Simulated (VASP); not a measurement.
**Ti: single point with PBEsol**

Ti:

```
Ti
1.0
    -1.74371    1.74371    1.36010
     1.74371   -1.74371    1.36010
     1.74371    1.74371   -1.36010
Ti
1
Direct
  0.00000 0.00000 0.00000
```

This cell differs from its parent crystal: ratio of the length along z to the lengths across it x 0.78, volume and fractional coordinates fixed.

```yaml
Program: VASP 6.6.1
Task: single point
Functional: PBEsol
Potentials_or_basis: VASP PAW PBE potentials, release 64 (Ti_sv)
Cutoff: 520 eV
k_mesh: 28 × 28 × 28
Occupations: gaussian, width 0.15 eV
Spin: no spin polarisation
```

| Quantity | Value |
| --- | --- |
| Pressure | -0.4 GPa |
| Band gap on the k mesh | zero (band 6 reaches 9.21 eV, above the bottom of band 7 at 8.13 eV) |

Stress tensor (GPa, compression positive):
```
-2.66  0.00  0.00
 0.00 -2.66  0.00
 0.00  0.00  4.04
```

Levels at points of the mesh, in eV from the Fermi level:
| k point | band 3 | band 4 | band 5 | band 6 | band 7 | band 8 | band 9 | band 10 |
| --- | --- | --- | --- | --- | --- | --- | --- | --- |
| (0.00, 0.00, 0.00) | -32.15 | -32.04 | -6.09 | -0.15 | 1.22 | 2.03 | 2.03 | 3.63 |
| (0.50, 0.00, 0.00) | -32.37 | -32.26 | -2.59 | -1.09 | 2.17 | 2.64 | 4.26 | 4.35 |
| (0.50, 0.50, 0.00) | -32.18 | -32.10 | -2.64 | 0.20 | 1.20 | 1.33 | 2.62 | 4.38 |
| (0.50, 0.50, 0.50) | -32.75 | -32.32 | -2.59 | -2.05 | 4.12 | 4.12 | 4.45 | 6.46 |

Run time: 6.7 min on 1 thread of Intel Xeon 6975P-C, on a shared host, peak memory 0.42 GiB.

Caveat: the PAW data sets were made with another functional, which shifts forces and pressure a little.
